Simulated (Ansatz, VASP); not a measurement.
# Al3Cu: VASP beside Ansatz

```
CELL_PARAMETERS angstrom
4.28159 0.00000 0.00000
0.00000 3.89235 0.00000
0.00000 0.00000 3.89235
ATOMIC_POSITIONS crystal
Al 0.00000 0.50000 0.50000
Al 0.50000 0.00000 0.50000
Al 0.50000 0.50000 0.00000
Cu 0.00000 0.00000 0.00000
```

Change from the starting cell: strain +0.1000 x Voigt [1, 0, 0, 0, 0, 0], atoms carried along.

Alike in both runs: task single point; functional PBEsol; k mesh 12 × 12 × 12; occupations gaussian, width 0.15 eV; no spin polarisation.

|  | VASP | Ansatz |
| --- | --- | --- |
| version | VASP 6.6.1 | Ansatz 0.2.0 |
| potentials or method | VASP PAW PBE potentials, release 64 (Al, Cu), cutoff 520 eV | scalar-relativistic, plane waves, PAW |
| valence electrons in the cell | 20 | 28 |

Ansatz gave:

| Quantity | Value |
| --- | --- |
| gap on the k mesh at the Fermi level (eV) | none |
| pressure (GPa) | -7.1 |
| traceless stress, the component that is largest in VASP (GPa) | -4.24 |

Problem. Estimate VASP's values.

Solution. gap on the k mesh at the Fermi level (eV): none; pressure (GPa): -6.9; traceless stress, the component that is largest in VASP (GPa): -4.27.

VASP's potentials were made for PBE, not for PBEsol. A gap of «none» marks a metal or a gap that the smearing closes. VASP's potentials hold 20 valence electrons a cell and Ansatz's 28, so a difference there can come from the potentials and not from the codes.
